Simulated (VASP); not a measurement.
**BaH: single point with PBE**

Crystal: BaH.

```
Ba H
1.0
     1.84726   -7.01902    0.00000
     1.84726    7.01902    0.00000
     0.00000    0.00000    4.03560
Ba H
2 2
Direct
  0.38803 0.61197 0.75000
  0.61197 0.38803 0.25000
  0.06013 0.93987 0.75000
  0.93987 0.06013 0.25000
```

```
Program             : VASP 6.6.1
Task                : single point
Functional          : PBE
Potentials or basis : VASP PAW PBE potentials, release 64 (Ba_sv, H)
Cutoff              : 520 eV
k mesh              : 14 × 14 × 12
Occupations         : gaussian, width 0.1 eV
Spin                : no spin polarisation
```

```json
{
  "Pressure": "0.5 GPa",
  "Largest force": "0.070 eV/Å",
  "Band gap on the k mesh": "zero (bands 11 and 12 overlap by 1.00 eV)"
}
```

Forces in eV/Å, atoms in the order of the input:
```
Ba   0.000  0.070  0.000
Ba   0.000 -0.070  0.000
H    0.000 -0.002  0.000
H    0.000  0.002  0.000
```

Stress tensor (GPa, compression positive):
```
0.50 0.00 0.00
0.00 0.38 0.00
0.00 0.00 0.52
```

Levels at points of the mesh, in eV from the Fermi level:
```csv
k point,band 9,band 10,band 11,band 12,band 13,band 14
"(0.00, 0.00, 0.00)",-5.40,-3.87,-0.53,0.08,0.47,1.67
"(0.50, 0.00, 0.00)",-4.30,-2.07,-0.55,-0.13,0.21,1.25
"(0.50, 0.50, 0.00)",-5.16,-3.88,-0.72,-0.08,0.68,1.25
"(0.00, 0.00, 0.50)",-3.46,-3.46,-0.08,-0.08,0.59,0.59
"(0.50, 0.00, 0.50)",-4.49,-4.49,0.23,0.23,1.53,1.53
"(0.50, 0.50, 0.50)",-3.48,-3.48,-0.48,-0.48,0.29,0.29
```

Run time: 12 min on 1 thread of Intel(R) Xeon(R) Platinum 8488C (Sapphire Rapids), with other jobs on the host, peak memory 0.8 GiB.

Caveat: spin-orbit coupling is left out, which moves the levels of the heavy elements.
